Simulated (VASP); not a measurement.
# Al7InAs8 (P1) in VASP: single point with PBEsol

Aim: the single point of Al7InAs8 with PBEsol.

Everything below comes from runs of VASP 6.6.1. Logs are shortened: lines on timing, memory, paths and dates and some standing lists are left out, and cuts for length are marked.

## (1) The cell of the first run

The typed cell holds 64 atoms: a = 11.445 Å, b = 11.445 Å, c = 11.445 Å, α = 90.00°, β = 90.00°, γ = 90.00°.

## (2) Single point, PBEsol

File INCAR:

```
PREC = Accurate ; ENCUT = 520
EDIFF = 1E-7 ; ISMEAR = -1
SIGMA = 0.05 ; LREAL = Auto
LASPH = True ; NELM = 100
ALGO = Normal ; ISIF = 2
LWAVE = False ; LCHARG = False
GGA = PS ; NBANDS = 186
ISYM = 0
```

File KPOINTS:

```
Automatic mesh
0
Gamma
  1 1 1
  0.25 0.25 0.25
```

File POSCAR:

```
Al7InAs8
1.0
   11.4448475028      0.0000000000      0.0000000000
    0.0000000000     11.4448475028      0.0000000000
    0.0000000000      0.0000000000     11.4448475028
Al In As
28 4 32
Direct
    0.9982700000      0.9979310000      0.9996240000
    0.0000970000      0.9997630000      0.4998550000
    0.9983650000      0.5017050000      0.9994270000
    0.5019040000      0.9981320000      0.9994720000
    0.5026620000      0.5024590000      0.0000390000
    0.2482010000      0.2478440000      0.4987910000
    0.2499890000      0.7496770000      0.9999070000
    0.2486330000      0.7519260000      0.4990600000
    0.7499180000      0.2496510000      0.9999210000
    0.7523210000      0.2481370000      0.4991120000
    0.7501270000      0.7497710000      0.9999240000
    0.7523640000      0.7519850000      0.4990570000
    0.2479040000      0.9973220000      0.2495300000
    0.2476890000      0.9978600000      0.7496690000
    0.2495760000      0.5014930000      0.2480850000
    0.2503190000      0.5009710000      0.7521520000
    0.7513120000      0.9993300000      0.2476860000
    0.7525790000      0.9997720000      0.7521670000
    0.7504730000      0.4988800000      0.2460440000
    0.7503050000      0.5000270000      0.7538260000
    0.9976900000      0.2476120000      0.2493620000
    0.9980680000      0.2477070000      0.7495870000
    0.9996310000      0.7510900000      0.2476120000
    0.9999860000      0.7522880000      0.7519040000
    0.5018990000      0.2494250000      0.2481510000
    0.5012900000      0.2502760000      0.7519830000
    0.4993920000      0.7502330000      0.2459870000
    0.5002890000      0.7501850000      0.7538580000
    0.0014850000      0.5009690000      0.5011950000
    0.5011770000      0.0012030000      0.5013140000
    0.5012220000      0.5010630000      0.5012070000
    0.2511870000      0.2506350000      0.0006790000
    0.1179110000      0.1174850000      0.1291770000
    0.1242660000      0.1241000000      0.6248230000
    0.1241570000      0.6251510000      0.1237860000
    0.1321190000      0.6329330000      0.6324020000
    0.6254120000      0.1239170000      0.1238030000
    0.6332680000      0.1318040000      0.6324810000
    0.6259170000      0.6255400000      0.1240320000
    0.6331940000      0.6329940000      0.6325400000
    0.3836870000      0.3834050000      0.1308280000
    0.3682110000      0.3680620000      0.6308010000
    0.3747150000      0.8759760000      0.1234670000
    0.3697340000      0.8681850000      0.6305890000
    0.8762360000      0.3744350000      0.1234520000
    0.8684060000      0.3695950000      0.6305020000
    0.8747700000      0.8745570000      0.1233530000
    0.8761730000      0.8759770000      0.6250850000
    0.3693270000      0.1295570000      0.3675290000
    0.3809130000      0.1170100000      0.8687010000
    0.3688600000      0.6318110000      0.3689610000
    0.3759820000      0.6242960000      0.8768760000
    0.8749830000      0.1231440000      0.3751790000
    0.8759940000      0.1244770000      0.8769680000
    0.8695670000      0.6296460000      0.3678030000
    0.8753020000      0.6264560000      0.8756210000
    0.1298550000      0.3689510000      0.3674750000
    0.1173750000      0.3805110000      0.8689530000
    0.1234450000      0.8745910000      0.3753170000
    0.1246530000      0.8755850000      0.8769620000
    0.6321030000      0.3685500000      0.3692030000
    0.6245450000      0.3757020000      0.8769320000
    0.6299160000      0.8692820000      0.3679540000
    0.6267510000      0.8750000000      0.8757900000
```

Potentials or basis: VASP PAW PBE potentials, release 64 (Al, In_d, As).

Started as:

```console
> cat potpaw_PBE.64/Al/POTCAR potpaw_PBE.64/In_d/POTCAR potpaw_PBE.64/As/POTCAR > POTCAR
> mpirun -np 1 vasp_std > vasp.out
```

OUTCAR:

```text
PREC = Accurate
   ENCUT = 520
   EDIFF = 1E-7
   ISMEAR = -1
   LREAL = Auto
   LASPH = True
   NELM = 100
   ISIF = 2
   GGA = PS
   ISYM = 0

 ion  position               nearest neighbor table
   1  0.998  0.998  1.000-  33 2.44  47 2.45  60 2.45  54 2.45
   2  0.000  1.000  0.500-  48 2.46  59 2.47  53 2.47  34 2.47
   3  0.998  0.502  0.999-  58 2.45  56 2.46  45 2.47  35 2.47
   4  0.502  0.998  0.999-  50 2.45  64 2.46  43 2.47  37 2.47
   5  0.503  0.502  0.000-  41 2.44  39 2.45  52 2.46  62 2.46
   6  0.248  0.248  0.499-  49 2.45  57 2.45  42 2.46  34 2.47
[... 56 lines left out ...]
  63  0.630  0.869  0.368-  12 2.45  27 2.46  17 2.46  30 2.60
  64  0.627  0.875  0.876-   4 2.46  11 2.46  28 2.47  18 2.47

IMPORTANT INFORMATION: All symmetrisations will be switched off!
NOSYMM: (Re-)initialisation of all symmetry stuff for point group C_1.

----------------------------------------------------------------------------------------

                                     Primitive cell

  volume of cell :    1499.0980

  direct lattice vectors                    reciprocal lattice vectors
    11.444847503  0.000000000  0.000000000     0.087375564  0.000000000  0.000000000
     0.000000000 11.444847503  0.000000000     0.000000000  0.087375564  0.000000000
     0.000000000  0.000000000 11.444847503     0.000000000  0.000000000  0.087375564

  length of vectors
    11.444847503 11.444847503 11.444847503     0.087375564  0.087375564  0.087375564

  position of ions in fractional coordinates (direct lattice)
     0.998270000  0.997931000  0.999624000
     0.000097000  0.999763000  0.499855000
     0.998365000  0.501705000  0.999427000
     0.501904000  0.998132000  0.999472000
     0.502662000  0.502459000  0.000039000
     0.248201000  0.247844000  0.498791000
[... 56 lines left out ...]
     0.629916000  0.869282000  0.367954000
     0.626751000  0.875000000  0.875790000

  ion indices of the primitive-cell ions
   primitive index   ion index
                 1           1
                 2           2
                 3           3
                 4           4
                 5           5
                 6           6
[... 56 lines left out ...]
                63          63
                64          64

----------------------------------------------------------------------------------------

 KPOINTS: Automatic mesh

Automatic generation of k-mesh.
 Grid dimensions read from file:
 generate k-points for:    1    1    1

 Generating k-lattice:

  Cartesian coordinates                     Fractional coordinates (reciprocal lattice)
     0.087375564  0.000000000  0.000000000     1.000000000  0.000000000  0.000000000
     0.000000000  0.087375564  0.000000000     0.000000000  1.000000000  0.000000000
     0.000000000  0.000000000  0.087375564     0.000000000  0.000000000  1.000000000

  Length of vectors
     0.087375564  0.087375564  0.087375564

  Shift w.r.t. Gamma in fractional coordinates (k-lattice)
     0.250000000  0.250000000  0.250000000

 Subroutine IBZKPT returns following result:
 ===========================================

 Found      4 irreducible k-points:

 Following reciprocal coordinates:
            Coordinates               Weight
  0.250000  0.250000  0.250000      2.000000
 -0.250000  0.250000  0.250000      2.000000
 -0.250000 -0.250000  0.250000      2.000000
  0.250000 -0.250000  0.250000      2.000000
   k-points           NKPTS =      4   k-points in BZ     NKDIM =      4   number of bands    NBANDS=    186
   number of dos      NEDOS =    301   number of ions     NIONS =     64
   total plane-waves  NPLWV = 729000
   dimension x,y,z NGX =    90 NGY =   90 NGZ =   90
   dimension x,y,z NGXF=   180 NGYF=  180 NGZF=  180
   ions per type =              28   4  32
   NGX,Y,Z   is equivalent  to a cutoff of  13.07, 13.07, 13.07 a.u.
   NGXF,Y,Z  is equivalent  to a cutoff of  26.15, 26.15, 26.15 a.u.
 SYSTEM =  unknown system
   PREC   = accura    normal or accurate (medium, high low for compatibility)
   ISTART =      0    job   : 0-new  1-cont  2-samecut
   ICHARG =      2    charge: 1-file 2-atom 10-const
   ISPIN  =      1    spin polarized calculation?
   LNONCOLLINEAR =      F non collinear calculations
   LSORBIT =      F    spin-orbit coupling
   LASPH  =      T    aspherical Exc in radial PAW
   ENCUT  =  520.0 eV  38.22 Ry    6.18 a.u.  21.28 21.28 21.28*2*pi/ulx,y,z
   NELM   =    100;   NELMIN=  2; NELMDL= -5     # of ELM steps
   EDIFF  = 0.1E-06   stopping-criterion for ELM
   LREAL  =      T    real-space projection
   EDIFFG = 0.1E-05   stopping-criterion for IOM
   NSW    =      0    number of steps for IOM
   IBRION =     -1    ionic relax: 0-MD 1-quasi-New 2-CG
   NFREE  =      0    steps in history (QN), initial steepest desc. (CG)
   ISIF   =      2    stress and relaxation
   ISYM   =      0    0-nonsym 1-usesym 2-fastsym
   POTIM  = 0.5000    time-step for ionic-motion
   TEBEG  =    0.0;   TEEND  =   0.0 temperature during run
   PSTRESS=    0.0 pullay stress
   NELECT =     296.0000    total number of electrons
   NUPDOWN=      -1.0000    fix difference up-down
   EMIN   =  10.00;   EMAX   =-10.00  energy-range for DOS
   EFERMI =   0.00;   METHOD = LEGACY
   ISMEAR =    -1;   SIGMA  =   0.05  broadening in eV -4-tet -1-fermi 0-gaus
   EFERMI_NEDOS =   21; number of points for ismear=-14 and -15
   IALGO  =     38    algorithm
   IMIX   =      4    mixing-type and parameters
     AMIX     =   0.40;   BMIX     =  1.00
     AMIX_MAG =   1.60;   BMIX_MAG =  1.00
  volume/ion in A,a.u.               =      23.42       158.07
  Fermi-wavevector in a.u.,A,eV,Ry     =   0.953298  1.801472 12.364665  0.908777
  Thomas-Fermi vector in A             =   2.081940
   LORBIT       =      0    0 simple, 1 ext, 2 COOP (PROOUT), +10 PAW based schemes
   GGA     = PS    functional components
   LHFCALC =     F    Hartree Fock is set to
   AEXX    =    0.0000 exact exchange contribution
   IVDW    =     0    specifies the selected vdW correction
   LEPSILON=     F    determine dielectric tensor
   LRPA    =     F    only Hartree local field effects (RPA)
 non-spin polarized calculation
  energy-cutoff  :      520.00
  volume of cell :     1499.10
 maximum number of plane-waves:     40339
 NGX is ok and might be reduce to    90
   NGX = 43   NGY = 43   NGZ = 43

 number of electron     295.9999983 magnetization

 Free energy of the ion-electron system (eV)
  ---------------------------------------------------
  ext. energy  EPLUGINS =         0.00000000
  ---------------------------------------------------
  free energy    TOTEN  =      -315.56459764 eV

  energy without entropy =     -315.56459760  energy(sigma->0) =     -315.56459762

 E-fermi :   4.6310     XC(G=0):  -9.1932

 val. band max:        3.6860578868   @ k =   0.2500  -0.2500   0.2500
 cond. band min:       5.5766106323   @ k =  -0.2500  -0.2500   0.2500
 fundamental gap:      1.8905527455
 Fermi energy:         4.6309986614

 k-point     1 :       0.2500    0.2500    0.2500
  band No.  band energies     occupation
      1     -10.1897      2.00000
      2     -10.1890      2.00000
      3     -10.1859      2.00000
      4     -10.1815      2.00000
      5     -10.1801      2.00000
      6     -10.1761      2.00000
[... 152 lines left out ...]
    159       6.5043      0.00000
    160       6.5469      0.00000

 k-point     2 :      -0.2500    0.2500    0.2500
  band No.  band energies     occupation
      1     -10.1898      2.00000
      2     -10.1890      2.00000
      3     -10.1859      2.00000
      4     -10.1815      2.00000
      5     -10.1801      2.00000
      6     -10.1761      2.00000
[... 152 lines left out ...]
    159       6.5232      0.00000
    160       6.5353      0.00000

 k-point     3 :      -0.2500   -0.2500    0.2500
  band No.  band energies     occupation
      1     -10.1898      2.00000
      2     -10.1890      2.00000
      3     -10.1859      2.00000
      4     -10.1815      2.00000
      5     -10.1801      2.00000
      6     -10.1761      2.00000
[... 152 lines left out ...]
    159       6.5039      0.00000
    160       6.5561      0.00000

 k-point     4 :       0.2500   -0.2500    0.2500
  band No.  band energies     occupation
      1     -10.1898      2.00000
      2     -10.1890      2.00000
      3     -10.1859      2.00000
      4     -10.1815      2.00000
      5     -10.1801      2.00000
      6     -10.1761      2.00000
[... 152 lines left out ...]
    159       6.5233      0.00000
    160       6.5354      0.00000
 [bands above 160 left out]

------------------------ aborting loop because EDIFF is reached ----------------------------------------

  FORCE on cell =-STRESS in cart. coord.  units (eV):
  Direction    XX          YY          ZZ          XY          YZ          ZX
  --------------------------------------------------------------------------------------
  -------------------------------------------------------------------------------------
  Total        2.4164999      2.3986711      2.2347630     -0.0975815     -0.0823414     -0.0817322
  in kB        2.5826605      2.5636058      2.3884272     -0.1042912     -0.0880032     -0.0873522
  external PRESSURE =       2.5115645 kB  Pullay stress =       0.0000000 kB

 VOLUME and BASIS-vectors are now :
 -----------------------------------------------------------------------------
  energy-cutoff  :      520.00
  volume of cell :     1499.10
      direct lattice vectors                 reciprocal lattice vectors
    11.444847503  0.000000000  0.000000000     0.087375564  0.000000000  0.000000000
     0.000000000 11.444847503  0.000000000     0.000000000  0.087375564  0.000000000
     0.000000000  0.000000000 11.444847503     0.000000000  0.000000000  0.087375564

 POSITION                                       TOTAL-FORCE (eV/Angst)
 -----------------------------------------------------------------------------------
     11.42505     11.42117     11.44054        -0.007921     -0.004567      0.008796
      0.00111     11.44214      5.72076         0.005962      0.011509      0.009443
     11.42614      5.74194     11.43829         0.012844     -0.001759      0.012842
      5.74421     11.42347     11.43880         0.002880      0.012924      0.010016
      5.75289      5.75057      0.00045         0.009689      0.007583     -0.003783
      2.84062      2.83654      5.70859        -0.003064      0.002042      0.004182
[... 56 lines left out ...]
      7.20929      9.94880      4.21118         0.033660      0.006982      0.007955
      7.17307     10.01424     10.02328        -0.014251     -0.004864     -0.016345
 -----------------------------------------------------------------------------------
    total drift:                                0.019747      0.029162      0.021974

  FREE ENERGIE OF THE ION-ELECTRON SYSTEM (eV)
  ---------------------------------------------------
  free  energy   TOTEN  =      -315.5645976386 eV

  energy  without entropy=     -315.5645975959  energy(sigma->0) =     -315.56459762
```

Run time: 36 min. Hardware: 1 thread of Intel Xeon Platinum 8375C at 2.90GHz (Ice Lake), shared host; peak memory 1.7 GiB.

What came out:

```yaml
Free_energy: -315.5646 eV
Pressure: 0.3 GPa
Largest_force: 0.079 eV/Å
Band_gap_on_the_k_mesh: 1.89 eV
```

Forces on the atoms (eV/Å):
```
Al  -0.008 -0.005  0.009
Al   0.006  0.012  0.009
Al   0.013 -0.002  0.013
Al   0.003  0.013  0.010
Al   0.010  0.008 -0.004
Al  -0.003  0.002  0.004
Al   0.012  0.014  0.009
Al   0.007 -0.005 -0.003
Al   0.019  0.016  0.007
Al  -0.005  0.015 -0.007
Al   0.017  0.016  0.008
Al   0.006  0.011 -0.002
Al   0.003  0.014 -0.008
Al   0.022 -0.003 -0.005
Al  -0.019  0.017  0.009
Al   0.021 -0.004  0.009
Al   0.006  0.009  0.024
Al   0.011 -0.005  0.014
Al  -0.007  0.011  0.008
Al   0.019  0.000  0.004
Al   0.013  0.000 -0.008
Al   0.000  0.013  0.000
Al   0.008  0.008  0.026
Al  -0.002  0.009  0.021
Al   0.011 -0.024  0.009
Al  -0.009  0.011  0.014
Al   0.001 -0.009  0.005
Al   0.001  0.017  0.003
In  -0.024 -0.005 -0.015
In   0.000 -0.016 -0.011
In  -0.012 -0.014 -0.013
In   0.007  0.007  0.002
As   0.012  0.014  0.045
As  -0.012 -0.010 -0.017
As  -0.002 -0.021 -0.010
As  -0.035 -0.036 -0.044
As  -0.020 -0.004 -0.005
As  -0.042 -0.031 -0.043
As  -0.001 -0.004 -0.010
As  -0.043 -0.041 -0.033
As  -0.042 -0.045 -0.050
As   0.002  0.004  0.040
As  -0.004 -0.012 -0.012
As   0.023  0.015  0.038
As  -0.014 -0.009 -0.015
As   0.017  0.022  0.035
As  -0.002 -0.008 -0.024
As  -0.004 -0.001 -0.021
As   0.000  0.044 -0.003
As   0.030  0.014  0.007
As  -0.011  0.038  0.004
As   0.003 -0.033  0.000
As  -0.014 -0.025 -0.007
As  -0.001 -0.028 -0.002
As   0.003  0.033  0.013
As  -0.008 -0.012 -0.015
As   0.042  0.000  0.002
As   0.009  0.030  0.006
As  -0.020 -0.017 -0.015
As  -0.026 -0.004 -0.005
As   0.043 -0.012  0.005
As  -0.031  0.004  0.000
As   0.034  0.007  0.008
As  -0.014 -0.005 -0.016
```

Levels at points of the mesh, in eV from the valence-band top:
| k point | band 144 | band 145 | band 146 | band 147 | band 148 | band 149 | band 150 | band 151 | band 152 | band 153 |
| --- | --- | --- | --- | --- | --- | --- | --- | --- | --- | --- |
| (0.25, 0.25, 0.25) | -0.36 | -0.34 | -0.31 | -0.02 | 0.00 | 1.89 | 1.93 | 1.95 | 2.14 | 2.51 |

Caveat: the PAW data sets were made with another functional, which shifts forces and pressure a little; spin-orbit coupling is left out, which moves the levels of the heavy elements; a shifted mesh leaves out Γ, where band edges can lie. A k mesh can miss the band edges.
